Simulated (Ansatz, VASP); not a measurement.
# One calculation of GaSe5, two programs

```
CELL_PARAMETERS angstrom
6.45252 0.00000 0.00000
-3.22626 5.58804 0.00000
0.00000 0.00000 3.69377
ATOMIC_POSITIONS crystal
Ga 0.00000 0.00000 0.50000
Se 0.67244 0.00000 0.00000
Se 0.00000 0.67244 0.00000
Se 0.32756 0.32756 0.00000
Se 0.33333 0.66667 0.50000
Se 0.66667 0.33333 0.50000
```

Change from the starting cell: species swapped into the Hf5Sc type (P-62m, No. 189).

Alike in both runs: functional PBE; k mesh 3 × 3 × 6; occupations gaussian, width 0.1 eV; no spin polarisation.

Ansatz relaxed the structure, and its values are those at the end. VASP's run is a single point on that final structure, the one shown.

```csv
,VASP,Ansatz
version,VASP 6.6.1,Ansatz 0.2.0
potentials or method,"VASP PAW PBE potentials, release 64 (Ga_d, Se), cutoff 520 eV","scalar-relativistic, plane waves, PAW"
valence electrons in the cell,43,93
```

|  | VASP | Ansatz | Ansatz less VASP |
| --- | --- | --- | --- |
| gap on the k mesh at the Fermi level (eV) | none | none | - |
| pressure (GPa) | 0.0 | -0.1 | -0.06 |
| rms of the force components (eV/Å) | 0.002 | 0.004 | +0.0022 |

A gap of «none» marks a metal or a gap that the smearing closes. VASP's potentials hold 43 valence electrons a cell and Ansatz's 93, so a difference there can come from the potentials and not from the codes.

The k mesh is coarse, so the values compare programs but aren't converged.
